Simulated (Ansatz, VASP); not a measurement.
## Two plane-wave programs on Si

Contents of INCAR:

```
PREC     = Accurate       # precision mode
ENCUT    = 520            # plane-wave cutoff, eV
EDIFF    = 1E-6           # SCF threshold, eV
ISMEAR   = 0              # smearing method
SIGMA    = 0.15           # smearing width, eV
LREAL    = False          # projectors in reciprocal space
LASPH    = True           # aspherical terms in the spheres
NELM     = 60             # most SCF steps
ALGO     = Normal         # electronic algorithm
ISIF     = 2              # what is computed and relaxed
LWAVE    = False          # write WAVECAR
LCHARG   = True           # write CHGCAR
GGA      = CA             # functional
LELF     = True           # ELF
LVHAR    = True         
NBANDS   = 11             # bands
```

The input KPOINTS:

```
regular mesh
0
Gamma
  24 24 14
```

POSCAR

```
Si
1.0
    2.6908326865      0.0000000000      0.0000000000
   -1.3454163433      2.3303294638      0.0000000000
    0.0000000000      0.0000000000      4.4054901411
Si
2
Direct
    0.3333333333      0.6666666667      0.2500000000
    0.6666666667      0.3333333333      0.7500000000
```

Input for Ansatz:

```yaml
crystal:
  lattice:
    - [2.6908326865, 0.0, 0.0]
    - [-1.3454163433, 2.3303294638, 0.0]
    - [0.0, 0.0, 4.4054901411]
  atoms:
    - { symbol: Si, position: [0.3333333333, 0.6666666667, 0.25] }
    - { symbol: Si, position: [0.6666666667, 0.3333333333, 0.75] }
basis:
  ecutwfc: 420
kpoints:
  mp_grid: { grid: [24, 24, 14] }
hamiltonian:
  xc: lda
scf:
  occupations: { method: gaussian, width: 0.15 }
output:
  forces: true
  stress: true
  eigenvalues: true
```

Change from the starting cell: strain +0.015 along x and y, -0.030 along z, atoms carried along.

Alike in both runs: task single point; functional LDA; k mesh 24 × 24 × 14; occupations gaussian, width 0.15 eV; no spin polarisation.

```csv
,VASP,Ansatz
version,VASP 6.6.1,Ansatz 0.2.0
potentials or method,"VASP PAW LDA potentials, release 64 (Si), cutoff 520 eV","scalar-relativistic, plane waves, PAW"
valence electrons in the cell,8,8
```

|  | VASP | Ansatz | Ansatz less VASP |
| --- | --- | --- | --- |
| gap on the k mesh at the Fermi level (eV) | none | none | - |
| pressure (GPa) | 0.0 | -0.1 | -0.06 |
| traceless stress, the component that is largest in VASP (GPa) | 1.13 | 1.11 | -0.014 |

LDA's correlation is that of Perdew and Zunger in VASP and of Perdew and Wang (1992) in Ansatz. A gap of «none» marks a metal or a gap that the smearing closes.
